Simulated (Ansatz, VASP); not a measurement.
## Sc: VASP beside Ansatz

File INCAR:

```
SYSTEM = Sc
PREC = Accurate
ENCUT = 520
EDIFF = 1E-7
ISMEAR = -1
SIGMA = 0.03
LREAL = .False.
LASPH = .True.
NELM = 100
ALGO = Normal
ISIF = 2
LWAVE = .False.
LCHARG = .False.
GGA = PS
NBANDS = 12
```

Contents of KPOINTS:

```
regular mesh
0
Gamma
  12 12 12
  0 0 0
```

POSCAR

```
Sc
1.0
    0.0000000000      2.3003784264      2.3003784264
    2.3003784264      0.0000000000      2.3003784264
    2.3003784264      2.3003784264      0.0000000000
Sc
1
Direct
    0.0000000000      0.0000000000      0.0000000000
```

Input for Ansatz:

```yaml
crystal:
  lattice:
    - [0.0, 2.3003784264, 2.3003784264]
    - [2.3003784264, 0.0, 2.3003784264]
    - [2.3003784264, 2.3003784264, 0.0]
  atoms:
    - { symbol: Sc, position: [0.0, 0.0, 0.0] }
kpoints:
  mp_grid: { grid: [12, 12, 12] }
  band_path:
    path:
      - [0.0, 0.0, 0.0]
      - [0.5, 0.0, 0.5]
      - [0.625, 0.25, 0.625]
      - [0.375, 0.375, 0.75]
      - [0.0, 0.0, 0.0]
      - [0.5, 0.5, 0.5]
      - [0.5, 0.25, 0.75]
      - [0.5, 0.0, 0.5]
    npoints: 5
scf:
  occupations: { method: fermi_dirac, width: 0.03 }
hamiltonian:
  xc: pbesol
  pseudopotentials: { kind: all_electron, lapw: { basis_error: 0.00025 } }
output:
  forces: true
  stress: true
  eigenvalues: true
```

Change from the starting cell: volume scaled by 1.04.

Alike in both runs: task single point; functional PBEsol; k mesh 12 × 12 × 12; occupations fermi-dirac, width 0.03 eV; no spin polarisation.

|  | VASP | Ansatz |
| --- | --- | --- |
| version | VASP 6.6.1 | Ansatz 0.2.0 |
| potentials or method | VASP PAW PBE potentials, release 64 (Sc_sv), cutoff 520 eV | all-electron LAPW, scalar-relativistic |

```tsv
	VASP	Ansatz	Ansatz less VASP
pressure (GPa)	-1.6	-1.6	0.00
```

VASP's potentials were made for PBE, not for PBEsol. Ansatz ran all-electron here, and VASP with PAW potentials.
